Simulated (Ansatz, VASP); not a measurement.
This is a calculation of SnSe for Ansatz 0.2.0.

File input:

```
crystal:
  lattice:
    - [0.0, 3.39084, 3.39084]
    - [3.39084, 0.0, 3.39084]
    - [3.39084, 3.39084, 0.0]
  atoms:
    - { symbol: Sn, position: [0.0, 0.0, 0.0] }
    - { symbol: Se, position: [0.75, 0.75, 0.75] }
hamiltonian:
  xc: { exchange: pbesol, correlation: pbesol, exx: { coeff: 0.25 } }
  pseudopotentials: { kind: paw }
kpoints:
  mp_grid: { grid: [4, 4, 4] }
scf:
  occupations: { method: fermi_dirac, width: 0.05 }
output:
  forces: true
  stress: true
  eigenvalues: true
relax:
  f_tol: 0.01
  max_steps: 40
  cell: { stress_tol: 0.05 }
```

Q: Set up the same calculation for VASP 6.6.1. Potentials there: VASP PAW PBE potentials, release 64 (Sn_d, Se).

A: As run (the cutoff follows the program's own potentials):

File POSCAR:

```
SnSe
1.0
    0.0000000000      3.3908400000      3.3908400000
    3.3908400000      0.0000000000      3.3908400000
    3.3908400000      3.3908400000      0.0000000000
Sn Se
1 1
Direct
    0.0000000000      0.0000000000      0.0000000000
    0.7500000000      0.7500000000      0.7500000000
```

Contents of INCAR.step1:

```
PREC = Accurate ; ENCUT = 600
EDIFF = 1E-5 ; ISMEAR = -1
SIGMA = 0.05 ; LREAL = F
LASPH = T ; NELM = 80
ALGO = Normal ; LWAVE = T
LCHARG = F ; GGA = PE
NBANDS = 17
```

The input INCAR.step2:

```
PREC = Accurate ; ENCUT = 600
EDIFF = 1E-6 ; ISMEAR = -1
SIGMA = 0.05 ; LREAL = F
LASPH = T ; NELM = 80
ALGO = Normal ; ISIF = 3
LWAVE = F ; LCHARG = F
GGA = PS ; LHFCALC = T
AEXX = 0.25 ; PRECFOCK = Normal
IBRION = 2 ; NSW = 60
EDIFFG = -0.01 ; ISTART = 1
```

The input KPOINTS:

```
Automatic mesh
0
Gamma
  4 4 4
```

Potentials or basis: VASP PAW PBE potentials, release 64 (Sn_d, Se).

The run is started by

```bash
$ cat potpaw_PBE.64/Sn_d/POTCAR potpaw_PBE.64/Se/POTCAR > POTCAR
$ cp INCAR.step1 INCAR
$ mpirun -np 1 vasp_std > vasp.out
$ cp INCAR.step2 INCAR
$ mpirun -np 1 vasp_std > vasp.out
```

Both were run:

|  | VASP | Ansatz | Ansatz less VASP |
| --- | --- | --- | --- |
| gap on the k mesh at the Fermi level, each at its own relaxed structure (eV) | 0.74 | 0.70 | -0.042 |
| relaxed volume (Å³/atom) | 36.77 | 36.93 | +0.160 |
| relaxed cell length with the largest relative difference (Å) | 4.703 | 4.710 | +0.0068 |

VASP's potentials were made for PBE, not for PBEsol-based global hybrid. VASP's potentials hold 20 valence electrons a cell and Ansatz's 30, so a difference there can come from the potentials and not from the codes.

Noted on Ansatz's run: the plane-wave basis is chosen anew once the cell has moved, so the energies of steps on either side of that aren't comparable.
